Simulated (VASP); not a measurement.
SiC, 2 atoms in the cell. The structure is tetragonal, space group I-4m2 (No. 119). The conventional cell has a = 2.829 Å, b = 2.829 Å, c = 4.174 Å, α = 90.00°, β = 90.00°, γ = 90.00°. Within 2.3 Å of Si (site symmetry -4m2) lie 4 C at 1.76 Å. C (site symmetry -4m2) has 4 Si at 1.76 Å within 2.3 Å.  This cell differs from its parent crystal: strain -0.080 along x and y, -0.040 along z.

```yaml
Program: VASP 6.6.1
Task: single point
Functional: PBE
Potentials_or_basis: VASP PAW PBE potentials, release 64 (Si, C)
Cutoff: 520 eV
k_mesh: 12 × 12 × 12
Occupations: gaussian, width 0.05 eV
Spin: no spin polarisation
Dipole_correction: no
Further_INCAR_settings: ALGO = Normal; EDIFF = 1e-06; NBANDS = 11
```

Potentials or basis: VASP PAW PBE potentials, release 64 (Si, C).

Launch:

```console
$ cat potpaw_PBE.64/Si/POTCAR potpaw_PBE.64/C/POTCAR > POTCAR
$ mpirun -np 1 vasp_std > vasp.out
```

Hardware: 1 thread of Intel(R) Xeon(R) Platinum 8375C CPU @ 2.90GHz (Ice Lake), on a shared host.

Question: Estimate the wall time of this run.

Answer: Run time: 14 s on 1 thread of Intel(R) Xeon(R) Platinum 8375C CPU @ 2.90GHz (Ice Lake), on a shared host, peak memory 0.15 GiB. Counts: scf iterations 12, k points 163.
